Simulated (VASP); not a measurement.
Input of a VASP 6.6.1 run:

File INCAR:

```
PREC = Accurate ; ENCUT = 520
EDIFF = 1E-6 ; ISMEAR = 0
SIGMA = 0.1 ; LREAL = F
LASPH = T ; NELM = 80
ALGO = Normal ; ISIF = 2
LWAVE = F ; LCHARG = T
LDIPOL = T ; IDIPOL = 3
DIPOL = 0.5 0.5 0.360 ; GGA = PE
LELF = T ; LVHAR = T
LVACPOTAV = T ; NBANDS = 34
```

KPOINTS

```
Automatic mesh
0
Gamma
  8 8 1
```

The input POSCAR:

```
Si4Mo2N
1.0
    3.2169717285      0.0000000000      0.0000000000
    0.0000000000      3.2169717285      0.0000000000
    0.0000000000      0.0000000000     21.8787970046
Si Mo N
4 2 1
Direct
    0.0000000000      0.0000000000      0.1828254085
    0.0000000000      0.0000000000      0.3015081460
    0.5000000000      0.5000000000      0.3593659936
    0.5000000000      0.5000000000      0.4743769505
    0.5000000000      0.5000000000      0.2421667772
    0.0000000000      0.0000000000      0.4192862006
    0.5000000000      0.7500000000      0.5402452888
```

Potentials or basis: VASP PAW PBE potentials, release 64 (Si, Mo_sv, N).

Run with:

```sh
$ cat potpaw_PBE.64/Si/POTCAR potpaw_PBE.64/Mo_sv/POTCAR potpaw_PBE.64/N/POTCAR > POTCAR
$ mpirun -np 1 vasp_std > vasp.out
```

Q: Predict the band gap on the k mesh.

A: Zero (an odd number of electrons rules out a gap without spin polarisation).

Q: Predict the largest force.

A: 1.624 eV/Å.

Forces in eV/Å, atoms in the order of the input:
```
Si   0.000  0.002  0.572
Si   0.000  0.026 -0.401
Si   0.000 -0.038 -0.052
Si   0.000 -1.575  0.393
Mo   0.000 -0.001 -0.268
Mo   0.000  0.159 -0.303
N    0.000  1.426  0.060
```
